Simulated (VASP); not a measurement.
Wanted: the native input for a VASP 6.6.1 run.

```
Task                   : single point
Functional             : PBEsol
Potentials or basis    : VASP PAW PBE potentials, release 64 (Ge_d, Fe)
Cutoff                 : 520 eV
k mesh                 : 5 × 5 × 5
Occupations            : fermi-dirac, width 0.05 eV
Spin                   : collinear spin, ferromagnetic start
Starting moments       : [0.0, 0.0, 0.0, 0.0, 2.25, 2.25, 2.25, 2.25] μB
Fixed moment           : 9 μB
Dipole correction      : no
Further INCAR settings : ALGO = Normal; EDIFF = 1e-06; NBANDS = 58
```

The structure of FeGe lies in POSCAR:

```
FeGe
1.0
    4.6890000000      0.0000000000      0.0000000000
    0.0000000000      4.6890000000      0.0000000000
    0.0000000000      0.0000000000      4.6890000000
Ge Fe
4 4
Direct
    0.1580000000      0.3420000000      0.6580000000
    0.3420000000      0.6580000000      0.1580000000
    0.6580000000      0.1580000000      0.3420000000
    0.8420000000      0.8420000000      0.8420000000
    0.8650000000      0.6350000000      0.3650000000
    0.6350000000      0.3650000000      0.8650000000
    0.3650000000      0.8650000000      0.6350000000
    0.1350000000      0.1350000000      0.1350000000
```

One way to write it, as run:

INCAR

```
ALGO     = Normal         # electronic algorithm
EDIFF    = 1E-6           # SCF threshold, eV
ENCUT    = 520            # plane-wave cutoff, eV
GGA      = PS             # functional
ISIF     = 2              # what is computed and relaxed
ISMEAR   = -1             # smearing method
ISPIN    = 2              # spin polarisation
LASPH    = T              # aspherical terms in the spheres
LCHARG   = F              # write CHGCAR
LMAXMIX  = 4              # l up to which the mixer works
LORBIT   = 11             # projections on sites
LREAL    = F              # projectors in reciprocal space
LWAVE    = F              # write WAVECAR
MAGMOM   = 0 0 0 0 2.25 2.25 2.25 2.25 # initial moments
NBANDS   = 58             # bands
NELM     = 150            # most SCF steps
NUPDOWN  = 9.0            # fixed moment
PREC     = Accurate       # precision mode
SIGMA    = 0.05           # smearing width, eV
```

KPOINTS

```
k-points
0
Gamma
  5 5 5
```

Potentials or basis: VASP PAW PBE potentials, release 64 (Ge_d, Fe).

Run with:

```console
$ cat potpaw_PBE.64/Ge_d/POTCAR potpaw_PBE.64/Fe/POTCAR > POTCAR
$ mpirun -np 1 vasp_std > vasp.out
```

Results of the run:

| Item | Value |
| --- | --- |
| Pressure | 3.6 GPa |
| Largest force | 0.288 eV/Å |
| Net moment | 9.00 μB per cell |
| Site moments | Ge -0.02; Fe +2.27 μB |
| Valence electrons inside the program's atomic spheres | Ge 12.50; Fe 7.27 |

Caveat: the cell stands under pressure; the PAW data sets were made with another functional, which shifts forces and pressure a little; the total moment is fixed, so each spin has its own Fermi level and the state may be an excited one.

It took 77 s on 1 thread of AMD EPYC 9R45 96-Core Processor (Zen 5), with other jobs on the host, peak memory 0.26 GiB.
